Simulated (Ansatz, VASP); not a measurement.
# One calculation of PbO2, two programs

```
Pb O
1.0
     4.98608    0.00000    0.00000
     0.00000    4.98608    0.00000
     0.00000    0.00000    3.40708
Pb O
2 4
Direct
  0.00000 0.00000 0.00000
  0.50000 0.50000 0.50000
  0.30721 0.30721 0.00000
  0.19279 0.80721 0.50000
  0.69279 0.69279 0.00000
  0.80721 0.19279 0.50000
```

Alike in both runs: functional r2SCAN; k mesh 7 × 7 × 9; occupations fermi-dirac, width 0.1 eV; no spin polarisation.

Ansatz relaxed the structure, and its values are those at the end. VASP's run is a single point on that final structure, the one shown.

```csv
,VASP,Ansatz
version,VASP 6.6.1,Ansatz 0.2.0
potentials or method,"VASP PAW PBE potentials, release 64 (Pb_d, O), cutoff 520 eV",PAW plane waves
valence electrons in the cell,52,52
```

```tsv
	VASP	Ansatz	Ansatz less VASP
gap on the k mesh at the Fermi level (eV)	none	none	-
pressure (GPa)	0.8	0.0	-0.81
rms of the force components (eV/Å)	0.005	0.003	-0.0021
```

VASP's potentials were made for PBE, not for r2SCAN. A gap of «none» marks a metal or a gap that the smearing closes. The functional is the same, so the differences come from potentials, cutoffs and numerics.

Neither program's run includes spin-orbit coupling.
